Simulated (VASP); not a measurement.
Runs of VASP 6.6.1 on ScS4. The structure is that of space group P6/mmm (No. 191), or close to it. The cells are those of the table. The cell was generated, and may not be a known phase.

| task | spin | cell | k mesh | cutoff (eV) | gap on the mesh (eV) | pressure (GPa) | relaxed volume (Å³/atom) |
| --- | --- | --- | --- | --- | --- | --- | --- |
| single point | collinear | a = 5.249, b = 5.249, c = 4.985 Å, angles 90.0, 90.0, 120.0°, 5 atoms | 6 × 6 × 4 | 520 | none | 0.1 | - |
| relaxation of cell and atoms | off | relaxed from a = 4.360, b = 4.360, c = 7.976 Å, angles 90.0, 90.0, 120.0°, 5 atoms | 6 × 6 × 2 | 600 | none | 0.0 | 23.91 |
| single point | off | a = 5.250, b = 5.250, c = 4.979 Å, angles 90.0, 90.0, 120.0°, 5 atoms | 12 × 12 × 8 | 520 | none | 0.1 | - |
| single point | off | a = 4.360, b = 4.360, c = 7.976 Å, angles 90.0, 90.0, 120.0°, 5 atoms | 6 × 6 × 2 | 520 | none | (a) | - |
| relaxation of cell and atoms | off | relaxed from a = 5.234, b = 5.234, c = 5.027 Å, angles 90.0, 90.0, 120.0°, 5 atoms | 6 × 6 × 4 | 600 | none | -0.2 | 23.93 |

Alike in all rows: level PBE; potentials or basis VASP PAW PBE potentials, release 64 (Sc_sv, S); smearing gaussian 0.1 eV.

Task: Fill in the values left out.

Result: (a) 33.8.

Caveats: some runs use coarse meshes; a cell axis changed by over 15 % at a fixed basis, so the end point is rough (at least some runs).

A gap of «none» marks levels without a gap at the run's occupations.
